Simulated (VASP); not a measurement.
Set up this calculation in VASP 6.6.1, as the native input.

| Quantity | Value |
| --- | --- |
| Task | single point |
| Functional | LDA |
| Potentials or basis | VASP PAW LDA potentials, release 64 (Cd, S) |
| Cutoff | 520 eV |
| k mesh | 7 × 7 × 5 |
| Occupations | fermi-dirac, width 0.05 eV |
| Spin | no spin polarisation |
| Dipole correction | no |
| Further INCAR settings | ALGO = Normal; EDIFF = 1e-06; NBANDS = 16 |

The structure of CdS lies in POSCAR:

```
CdS
1.0
    4.0943100321      0.0000000000      0.0000000000
   -2.0471550161      3.5457764988      0.0000000000
    0.0000000000      0.0000000000      3.9777777860
Cd S
1 1
Direct
    0.0000000000      0.0000000000      0.3828145019
    0.6666666667      0.3333333333      0.4941854981
```

The input as run:

INCAR

```
SYSTEM = CdS
ALGO = Normal ; EDIFF = 1E-6
ENCUT = 520 ; GGA = CA
ISIF = 2 ; ISMEAR = -1
LASPH = .TRUE. ; LCHARG = .TRUE.
LELF = .TRUE. ; LREAL = .FALSE.
LVHAR = .TRUE. ; LWAVE = .FALSE.
NBANDS = 16 ; NELM = 80
PREC = Accurate ; SIGMA = 0.05
```

KPOINTS

```
k-points
0
G
  7 7 5
  0 0 0
```

Potentials or basis: VASP PAW LDA potentials, release 64 (Cd, S).

The run is started by

```sh
$ cat potpaw_LDA.64/Cd/POTCAR potpaw_LDA.64/S/POTCAR > POTCAR
$ mpirun -np 1 vasp_std > vasp.out
```

It gave:

| Quantity | Value |
| --- | --- |
| Pressure | 0.4 GPa |
| Largest force | 0.034 eV/Å |
| Band gap on the k mesh | 0.88 eV (least direct gap 1.12 eV) |

Caveat: an odd mesh through Γ misses points on the zone boundary, where band edges can lie.

It took 40 s on 1 thread of Intel(R) Xeon(R) Platinum 8259CL CPU @ 2.50GHz (Skylake/Cascade Lake), on a shared host, peak memory 0.16 GiB.
